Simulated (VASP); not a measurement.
Write the native input for VASP 6.6.1 that does the following.

| Property | Result |
| --- | --- |
| Task | relaxation of cell and atoms |
| Functional | r2SCAN |
| Potentials or basis | VASP PAW PBE potentials, release 64 (Ni) |
| Cutoff | 600 eV |
| k mesh | 9 × 9 × 8 |
| Occupations | gaussian, width 0.1 eV |
| Spin | collinear spin, ferromagnetic start |
| Starting moments | [0.84] μB |
| Dipole correction | no |
| Further INCAR settings | ALGO = Normal; EDIFF = 1e-06; IBRION = 2; EDIFFG = -0.04; NSW = 90; ISIF = 3 |

Ni:

```
Ni
1.0
     2.36993    0.00000    0.00000
    -1.18496    2.05242    0.00000
     0.00000    0.00000    2.21440
Ni
1
Direct
  0.00000 0.00000 0.00000
```

These files were run (other wordings do the same):

POSCAR

```
Ni
1.0
    2.3699257234      0.0000000000      0.0000000000
   -1.1849628617      2.0524158815      0.0000000000
    0.0000000000      0.0000000000      2.2143993478
Ni
1
Direct
    0.0000000000      0.0000000000      0.0000000000
```

INCAR.step1

```
SYSTEM = Ni
PREC = Accurate
ENCUT = 600
ISMEAR = 0
SIGMA = 0.1
LREAL = .FALSE.
LASPH = .TRUE.
NELM = 150
ISPIN = 2
MAGMOM = 0.84
LMAXMIX = 4
GGA = PE
ALGO = Normal
EDIFF = 1E-4
LWAVE = .TRUE.
LCHARG = .FALSE.
```

INCAR.step2

```
SYSTEM = Ni
PREC = Accurate
ENCUT = 600
EDIFF = 1E-6
ISMEAR = 0
SIGMA = 0.1
LREAL = .FALSE.
LASPH = .TRUE.
NELM = 150
ALGO = Normal
ISIF = 3
LWAVE = .FALSE.
LCHARG = .FALSE.
ISPIN = 2
MAGMOM = 0.84
LORBIT = 11
LMAXMIX = 4
METAGGA = R2SCAN
LMIXTAU = .TRUE.
IBRION = 2
NSW = 90
EDIFFG = -0.04
ISTART = 1
```

KPOINTS

```
regular mesh
0
G
  9 9 8
  0 0 0
```

Potentials or basis: VASP PAW PBE potentials, release 64 (Ni).

Run with:

```sh
$ cat potpaw_PBE.64/Ni/POTCAR > POTCAR
$ cp INCAR.step1 INCAR
$ mpirun -np 1 vasp_std > vasp.out
$ cp INCAR.step2 INCAR
$ mpirun -np 1 vasp_std > vasp.out
```

Results of the run:

```yaml
Relaxed_volume: 11.45 Å³/atom
Relaxed_cell: a = 2.381 Å, b = 2.381 Å, c = 2.331 Å, α = 90.00°, β = 90.00°, γ = 120.00°
Space_group_after_relaxing_to_0.05_Å: P6/mmm (No. 191)
Energy_gained_by_relaxing: 45.6 meV/atom
Ionic_steps: 6
Pressure_after_relaxing: 0.2 GPa
Net_moment: 0.71 μB per cell
Site_moments: Ni +0.73 μB
Valence_electrons_inside_the_program's_atomic_spheres: Ni 9.37
```

Caveat: the PAW data sets were made with another functional, which shifts forces and pressure a little.

Run time: 2.9 min on 1 thread of Intel Xeon 6975P-C (shared host), peak memory 0.15 GiB.
